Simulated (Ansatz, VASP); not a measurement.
**Mg2CdO3 in VASP and in Ansatz**

INCAR

```
SYSTEM = Mg2CdO3
ALGO = Normal
EDIFF = 1E-7
EDIFFG = -0.08
ENCUT = 600
GGA = PE
IBRION = 2
ISIF = 3
ISMEAR = 0
LASPH = .TRUE.
LCHARG = .FALSE.
LREAL = .FALSE.
LWAVE = .FALSE.
NELM = 60
NSW = 36
PREC = Accurate
SIGMA = 0.15
```

The input KPOINTS:

```
k-points
0
G
  4 4 2
  0 0 0
```

POSCAR

```
Mg2CdO3
1.0
    3.2507379200      0.0000000000      0.0000000000
   -1.6253689600      2.8152216200      0.0000000000
    0.0000000000      0.0000000000      7.9658657500
Mg Cd O
2 1 3
Direct
    0.3333333300      0.6666666700      0.3333000000
    0.6666666700      0.3333333300      0.6667000000
    0.0000000000      0.0000000000      0.0000000000
    0.6666666700      0.3333333300      0.1667000000
    0.3333333300      0.6666666700      0.8333000000
    0.0000000000      0.0000000000      0.5000000000
```

Input for Ansatz:

```yaml
crystal:
  lattice:
    - [3.25073792, 0.0, 0.0]
    - [-1.62536896, 2.81522162, 0.0]
    - [0.0, 0.0, 7.96586575]
  atoms:
    - { symbol: Mg, position: [0.33333333, 0.66666667, 0.3333] }
    - { symbol: Mg, position: [0.66666667, 0.33333333, 0.6667] }
    - { symbol: Cd, position: [0.0, 0.0, 0.0] }
    - { symbol: O, position: [0.66666667, 0.33333333, 0.1667] }
    - { symbol: O, position: [0.33333333, 0.66666667, 0.8333] }
    - { symbol: O, position: [0.0, 0.0, 0.5] }
basis:
  ecutwfc: 420
kpoints:
  mp_grid: { grid: [4, 4, 2] }
hamiltonian:
  xc: pbe
scf:
  occupations: { method: gaussian, width: 0.15 }
  lower_state_search: "off"
output:
  forces: true
  stress: true
  eigenvalues: true
relax:
  adjacent_minimum: "off"
  f_tol: 0.08
  max_steps: 16
  cell: { stress_tol: 0.8 }
```

Alike in both runs: task relaxation of cell and atoms; functional PBE; k mesh 4 × 4 × 2; occupations gaussian, width 0.15 eV; no spin polarisation.

|  | VASP | Ansatz |
| --- | --- | --- |
| version | VASP 6.6.1 | Ansatz 0.2.0 |
| potentials or method | VASP PAW PBE potentials, release 64 (Mg, Cd, O), cutoff 600 eV | scalar-relativistic, plane waves, PAW |
| valence electrons in the cell | 34 | 58 |

|  | VASP | Ansatz | Ansatz less VASP |
| --- | --- | --- | --- |
| gap on the k mesh at the Fermi level, each at its own relaxed structure (eV) | 1.92 | 1.93 | +0.011 |
| relaxed volume (Å³/atom) | 10.93 | 10.97 | +0.047 |
| relaxed cell length with the largest relative difference (Å) | 7.758 | 7.778 | +0.0196 |

VASP's potentials hold 34 valence electrons a cell and Ansatz's 58, so a difference there can come from the potentials and not from the codes.

The k mesh is coarse, so the values compare programs but aren't converged.
